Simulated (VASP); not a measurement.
# Lu (Im-3m) in VASP: single point with r2SCAN

Aim: the single point of Lu with r2SCAN.

Program: VASP 6.6.1. These are calculated values, not measurements. Logs are shortened: lines on timing, memory, paths and dates and some standing lists are left out, and cuts for length are marked.

## (1) The cell of the first run

The structure is cubic, space group Im-3m (No. 229). Conventional cell: a = 3.898 Å, b = 3.898 Å, c = 3.898 Å, α = 90.00°, β = 90.00°, γ = 90.00°. Within 4.4 Å of Lu (site symmetry m-3m) lie 14 Lu at 3.38 to 3.90 Å.

This isn't the form of Lu at room conditions, which is hcp.

## (2) Single point, r2SCAN

Input file POSCAR:

```
Lu
1.0
    3.8975068330      0.0000000000      0.0000000000
    0.0000000000      3.8975068330      0.0000000000
    0.0000000000      0.0000000000      3.8975068330
Lu
2
Direct
    0.0000000000      0.0000000000      0.0000000000
    0.5000000000      0.5000000000      0.5000000000
```

Input file INCAR.step1:

```
SYSTEM = Lu
PREC     = Accurate       ! precision mode
ENCUT    = 520            ! plane-wave cutoff, eV
ISMEAR   = -1             ! smearing method
SIGMA    = 0.1            ! smearing width, eV
LREAL    = .False.        ! projectors in reciprocal space
LASPH    = .True.         ! aspherical terms in the spheres
NELM     = 80             ! most SCF steps
NBANDS   = 32             ! bands
GGA      = PE             ! functional
ALGO     = Normal         ! electronic algorithm
EDIFF    = 1E-4           ! SCF threshold, eV
LWAVE    = .True.         ! write WAVECAR
LCHARG   = .False.        ! write CHGCAR
```

Input file INCAR.step2:

```
SYSTEM = Lu
PREC     = Accurate       ! precision mode
ENCUT    = 520            ! plane-wave cutoff, eV
EDIFF    = 1E-6           ! SCF threshold, eV
ISMEAR   = -1             ! smearing method
SIGMA    = 0.1            ! smearing width, eV
LREAL    = .False.        ! projectors in reciprocal space
LASPH    = .True.         ! aspherical terms in the spheres
NELM     = 80             ! most SCF steps
ALGO     = Normal         ! electronic algorithm
ISIF     = 2              ! what is computed and relaxed
LWAVE    = .False.        ! write WAVECAR
LCHARG   = .False.        ! write CHGCAR
METAGGA  = R2SCAN         ! meta-GGA
LMIXTAU  = .True.       
NBANDS   = 32             ! bands
ISTART   = 1
```

Input file KPOINTS:

```
regular mesh
0
Gamma
  12 12 12
  0 0 0
```

Potentials or basis: VASP PAW PBE potentials, release 64 (Lu).

Launch:

```
> cat potpaw_PBE.64/Lu/POTCAR > POTCAR
> cp INCAR.step1 INCAR
> mpirun -np 1 vasp_std > vasp.out
> cp INCAR.step2 INCAR
> mpirun -np 1 vasp_std > vasp.out
```

OUTCAR:

```text
SYSTEM = Lu
   PREC = Accurate
   ENCUT = 520
   EDIFF = 1E-6
   ISMEAR = -1
   LREAL = .False.
   LASPH = .True.
   NELM = 80
   ISIF = 2
   METAGGA = R2SCAN
   ISTART = 1

 ion  position               nearest neighbor table
   1  0.000  0.000  0.000-   2 3.38   2 3.38   2 3.38   2 3.38   2 3.38   2 3.38   2 3.38   2 3.38

   2  0.500  0.500  0.500-   1 3.38   1 3.38   1 3.38   1 3.38   1 3.38   1 3.38   1 3.38   1 3.38

  LATTYP: Found a simple cubic cell.
 ALAT       =     3.8975068330

  Lattice vectors:

 A1 = (   3.8975068330,   0.0000000000,   0.0000000000)
 A2 = (   0.0000000000,   3.8975068330,   0.0000000000)
 A3 = (   0.0000000000,   0.0000000000,   3.8975068330)

Analysis of symmetry for initial positions (statically):
=====================================================================
 Subroutine PRICEL returns following result:

  LATTYP: Found a body centered cubic cell.
 ALAT       =     3.8975068330

  Lattice vectors:

 A1 = (   1.9487534165,   1.9487534165,  -1.9487534165)
 A2 = (  -1.9487534165,   1.9487534165,   1.9487534165)
 A3 = (   1.9487534165,  -1.9487534165,   1.9487534165)

   2 primitive cells build up your supercell.

 Routine SETGRP: Setting up the symmetry group for a
 simple cubic supercell.

 Subroutine GETGRP returns: Found 48 space group operations
 (whereof 48 operations were pure point group operations)
 out of a pool of 48 trial point group operations.

The static configuration has the point symmetry O_h .

Analysis of symmetry for dynamics (positions and initial velocities):
=====================================================================
 Subroutine PRICEL returns following result:

  LATTYP: Found a body centered cubic cell.
 ALAT       =     3.8975068330

  Lattice vectors:

 A1 = (   1.9487534165,   1.9487534165,  -1.9487534165)
 A2 = (  -1.9487534165,   1.9487534165,   1.9487534165)
 A3 = (   1.9487534165,  -1.9487534165,   1.9487534165)

   2 primitive cells build up your supercell.

 Routine SETGRP: Setting up the symmetry group for a
 simple cubic supercell.

 Subroutine GETGRP returns: Found 48 space group operations
 (whereof 48 operations were pure point group operations)
 out of a pool of 48 trial point group operations.

The dynamic configuration has the point symmetry O_h .

 Subroutine INISYM returns: Found 48 space group operations
 (whereof 48 operations are pure point group operations),
 and found     2 'primitive' translations

----------------------------------------------------------------------------------------

                                     Primitive cell

  volume of cell :      29.6027

  direct lattice vectors                    reciprocal lattice vectors
     1.948753417  1.948753417 -1.948753416     0.256574278  0.256574278  0.000000000
    -1.948753417  1.948753416  1.948753416    -0.000000000  0.256574278  0.256574278
     1.948753417 -1.948753416  1.948753417     0.256574278  0.000000000  0.256574278

  length of vectors
     3.375339929  3.375339929  3.375339929     0.362850823  0.362850823  0.362850823

  position of ions in fractional coordinates (direct lattice)
     0.000000000  0.000000000  0.000000000

  ion indices of the primitive-cell ions
   primitive index   ion index
                 1           1

----------------------------------------------------------------------------------------

 KPOINTS: regular mesh

Automatic generation of k-mesh.
 Grid dimensions read from file:
 generate k-points for:   12   12   12

 Generating k-lattice:

  Cartesian coordinates                     Fractional coordinates (reciprocal lattice)
     0.021381190  0.000000000  0.000000000     0.083333333  0.000000000  0.000000000
     0.000000000  0.021381190  0.000000000     0.000000000  0.083333333  0.000000000
     0.000000000  0.000000000  0.021381190     0.000000000  0.000000000  0.083333333

  Length of vectors
     0.021381190  0.021381190  0.021381190

  Shift w.r.t. Gamma in fractional coordinates (k-lattice)
     0.000000000  0.000000000  0.000000000

 Subroutine IBZKPT returns following result:
 ===========================================

 Found     84 irreducible k-points:

 Following reciprocal coordinates:
            Coordinates               Weight
  0.000000  0.000000  0.000000      1.000000
  0.083333  0.000000  0.000000      6.000000
  0.166667  0.000000  0.000000      6.000000
  0.250000  0.000000  0.000000      6.000000
  0.333333  0.000000  0.000000      6.000000
  0.416667  0.000000  0.000000      6.000000
[... 16 lines left out ...]
  0.333333  0.333333  0.000000     12.000000
  0.416667  0.333333  0.000000     24.000000
 [... further k-points ...]
   k-points           NKPTS =     84   k-points in BZ     NKDIM =     84   number of bands    NBANDS=     32
   number of dos      NEDOS =    301   number of ions     NIONS =      2
   total plane-waves  NPLWV =  27000
   dimension x,y,z NGX =    30 NGY =   30 NGZ =   30
   dimension x,y,z NGXF=    60 NGYF=   60 NGZF=   60
   ions per type =               2
   NGX,Y,Z   is equivalent  to a cutoff of  12.80, 12.80, 12.80 a.u.
   NGXF,Y,Z  is equivalent  to a cutoff of  25.59, 25.59, 25.59 a.u.
 SYSTEM =  Lu
   PREC   = accura    normal or accurate (medium, high low for compatibility)
   ISTART =      1    job   : 0-new  1-cont  2-samecut
   ICHARG =      0    charge: 1-file 2-atom 10-const
   ISPIN  =      1    spin polarized calculation?
   LNONCOLLINEAR =      F non collinear calculations
   LSORBIT =      F    spin-orbit coupling
   LASPH  =      T    aspherical Exc in radial PAW
   ENCUT  =  520.0 eV  38.22 Ry    6.18 a.u.   7.25  7.25  7.25*2*pi/ulx,y,z
   NELM   =     80;   NELMIN=  2; NELMDL=  0     # of ELM steps
   EDIFF  = 0.1E-05   stopping-criterion for ELM
   LREAL  =      F    real-space projection
   EDIFFG = 0.1E-04   stopping-criterion for IOM
   NSW    =      0    number of steps for IOM
   IBRION =     -1    ionic relax: 0-MD 1-quasi-New 2-CG
   NFREE  =      0    steps in history (QN), initial steepest desc. (CG)
   ISIF   =      2    stress and relaxation
   ISYM   =      2    0-nonsym 1-usesym 2-fastsym
   POTIM  = 0.5000    time-step for ionic-motion
   TEBEG  =    0.0;   TEEND  =   0.0 temperature during run
   PSTRESS=    0.0 pullay stress
   NELECT =      50.0000    total number of electrons
   NUPDOWN=      -1.0000    fix difference up-down
   EMIN   =  10.00;   EMAX   =-10.00  energy-range for DOS
   EFERMI =   0.00;   METHOD = LEGACY
   ISMEAR =    -1;   SIGMA  =   0.10  broadening in eV -4-tet -1-fermi 0-gaus
   EFERMI_NEDOS =   21; number of points for ismear=-14 and -15
   IALGO  =     38    algorithm
   IMIX   =      4    mixing-type and parameters
     AMIX     =   0.40;   BMIX     =  1.00
     AMIX_MAG =   1.60;   BMIX_MAG =  1.00
  volume/ion in A,a.u.               =      29.60       199.77
  Fermi-wavevector in a.u.,A,eV,Ry     =   1.547431  2.924220 32.579729  2.394543
  Thomas-Fermi vector in A             =   2.652525
   LORBIT       =      0    0 simple, 1 ext, 2 COOP (PROOUT), +10 PAW based schemes
   METAGGA = R2SCAN    functional components
   LHFCALC =     F    Hartree Fock is set to
   AEXX    =    0.0000 exact exchange contribution
   IVDW    =     0    specifies the selected vdW correction
   LEPSILON=     F    determine dielectric tensor
   LRPA    =     F    only Hartree local field effects (RPA)
 non-spin polarized calculation
  energy-cutoff  :      520.00
  volume of cell :       59.21
 maximum number of plane-waves:      1628
 NGX is ok and might be reduce to    30
   NGX = 15   NGY = 15   NGZ = 15

 number of electron      49.9999988 magnetization

 Free energy of the ion-electron system (eV)
  ---------------------------------------------------
  ext. energy  EPLUGINS =         0.00000000
  ---------------------------------------------------
  free energy    TOTEN  =       -75.95914296 eV

  energy without entropy =      -75.83118236  energy(sigma->0) =      -75.89516266

 E-fermi :   2.2503     XC(G=0): -11.5123

 val. band max:        2.2492951632   @ k =   0.5000   0.4167   0.3333
 cond. band min:       2.2528315525   @ k =   0.3333   0.3333   0.2500
 fundamental gap:      0.0035363893
 Fermi energy:         2.2503201688

 k-point     1 :       0.0000    0.0000    0.0000
  band No.  band energies     occupation
      1     -55.8957      2.00000
      2     -55.8402      2.00000
      3     -25.9909      2.00000
      4     -25.9909      2.00000
      5     -25.9909      2.00000
      6     -25.6598      2.00000
[... 24 lines left out ...]
     31       8.1878      0.00000
     32       8.1878      0.00000

 k-point     2 :       0.0833    0.0000    0.0000
  band No.  band energies     occupation
      1     -55.8946      2.00000
      2     -55.8411      2.00000
      3     -25.9910      2.00000
      4     -25.9850      2.00000
      5     -25.9850      2.00000
      6     -25.6714      2.00000
[... 24 lines left out ...]
     31       7.5112      0.00000
     32       7.5112      0.00000

 k-point     3 :       0.1667    0.0000    0.0000
  band No.  band energies     occupation
      1     -55.8915      2.00000
      2     -55.8435      2.00000
      3     -25.9899      2.00000
      4     -25.9676      2.00000
      5     -25.9676      2.00000
      6     -25.7044      2.00000
[... 24 lines left out ...]
     31       6.6675      0.00000
     32       7.1059      0.00000

 k-point     4 :       0.2500    0.0000    0.0000
  band No.  band energies     occupation
      1     -55.8866      2.00000
      2     -55.8474      2.00000
      3     -25.9849      2.00000
      4     -25.9402      2.00000
      5     -25.9402      2.00000
      6     -25.7528      2.00000
[... 654 lines left out ...]
     31       7.5536      0.00000
     32       7.5536      0.00000

 k-point    23 :       0.3333    0.3333    0.0000
  band No.  band energies     occupation
      1     -55.8720      2.00000
      2     -55.8582      2.00000
      3     -26.0991      2.00000
      4     -26.0204      2.00000
      5     -25.8582      2.00000
      6     -25.7753      2.00000
[... 24 lines left out ...]
     31       7.2090      0.00000
     32       7.6967      0.00000

 k-point    24 :       0.4167    0.3333    0.0000
  band No.  band energies     occupation
      1     -55.8683      2.00000
      2     -55.8611      2.00000
      3     -26.1067      2.00000
      4     -26.0662      2.00000
      5     -25.8370      2.00000
      6     -25.7940      2.00000
[... 24 lines left out ...]
     31       7.4452      0.00000
     32       7.8223      0.00000

 [... further k-points ...]

------------------------ aborting loop because EDIFF is reached ----------------------------------------

  FORCE on cell =-STRESS in cart. coord.  units (eV):
  Direction    XX          YY          ZZ          XY          YZ          ZX
  --------------------------------------------------------------------------------------
  -------------------------------------------------------------------------------------
  Total        0.1558418      0.1558418      0.1558418     -0.0000000      0.0000000     -0.0000000
  in kB        4.2172936      4.2172936      4.2172936     -0.0000000      0.0000000     -0.0000000
  external PRESSURE =       4.2172936 kB  Pullay stress =       0.0000000 kB

 VOLUME and BASIS-vectors are now :
 -----------------------------------------------------------------------------
  energy-cutoff  :      520.00
  volume of cell :       59.21
      direct lattice vectors                 reciprocal lattice vectors
     3.897506833  0.000000000  0.000000000     0.256574278  0.000000000  0.000000000
     0.000000000  3.897506833  0.000000000     0.000000000  0.256574278  0.000000000
     0.000000000  0.000000000  3.897506833     0.000000000  0.000000000  0.256574278

 POSITION                                       TOTAL-FORCE (eV/Angst)
 -----------------------------------------------------------------------------------
      0.00000      0.00000      0.00000         0.000000      0.000000      0.000000
      1.94875      1.94875      1.94875         0.000000      0.000000      0.000000
 -----------------------------------------------------------------------------------
    total drift:                                0.000000      0.000000      0.000000

  FREE ENERGIE OF THE ION-ELECTRON SYSTEM (eV)
  ---------------------------------------------------
  free  energy   TOTEN  =       -75.9591429571 eV

  energy  without entropy=      -75.8311823598  energy(sigma->0) =      -75.89516266
```

Wall time 4.2 min (1 thread of Intel Xeon 6975P-C (Granite Rapids), shared host); peak memory 0.27 GiB.

Results:

```yaml
Free_energy: -75.9591 eV
Pressure: 0.4 GPa
Band_gap_on_the_k_mesh: zero (bands 25 and 26 overlap by 1.00 eV)
```

Caveat: the PAW data sets were made with another functional, which shifts forces and pressure a little; spin-orbit coupling is left out, which moves the levels of the heavy elements.
